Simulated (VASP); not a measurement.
Write the native input for VASP 6.6.1 that does the following.

```yaml
Task: single point
Functional: PBE
Potentials_or_basis: VASP PAW PBE potentials, release 64 (In_d, P)
Cutoff: 520 eV
k_mesh: 10 × 10 × 10
Occupations: gaussian, width 0.05 eV
Spin: no spin polarisation
Dipole_correction: no
Further_INCAR_settings: ALGO = Normal; EDIFF = 1e-06; NBANDS = 16
```

The structure of InP lies in POSCAR:

```
InP
1.0
    0.0000000000      2.6851008885      3.4906311550
    2.6851008885      0.0000000000      3.4906311550
    2.6851008885      2.6851008885      0.0000000000
In P
1 1
Direct
    0.0000000000      0.0000000000      0.0000000000
    0.7500000000      0.7500000000      0.7500000000
```

This cell differs from its parent crystal: ratio of the length along z to the lengths across it x 1.3, volume and fractional coordinates fixed.

One way to write it, as run:

INCAR

```
SYSTEM = InP
  PREC = Accurate
  ENCUT = 520
  EDIFF = 1E-6
  ISMEAR = 0
  SIGMA = 0.05
  LREAL = .FALSE.
  LASPH = .TRUE.
  NELM = 80
  ALGO = Normal
  ISIF = 2
  LWAVE = .FALSE.
  LCHARG = .FALSE.
  GGA = PE
  NBANDS = 16
```

KPOINTS

```
Automatic mesh
0
G
  10 10 10
  0 0 0
```

Potentials or basis: VASP PAW PBE potentials, release 64 (In_d, P).

Command:

```console
$ cat potpaw_PBE.64/In_d/POTCAR potpaw_PBE.64/P/POTCAR > POTCAR
$ mpirun -np 1 vasp_std > vasp.out
```

It gave:

The pressure is 2.0 GPa and the band gap on the k mesh is zero (bands 9 and 10 overlap by 0.01 eV).

Caveat: semilocal functionals underestimate gaps, so a narrow gap can read as zero; spin-orbit coupling is left out, which moves the levels of the heavy elements.

Wall time 2.2 min on 1 thread of Intel Xeon 8259CL, on a shared host, peak memory 0.23 GiB.
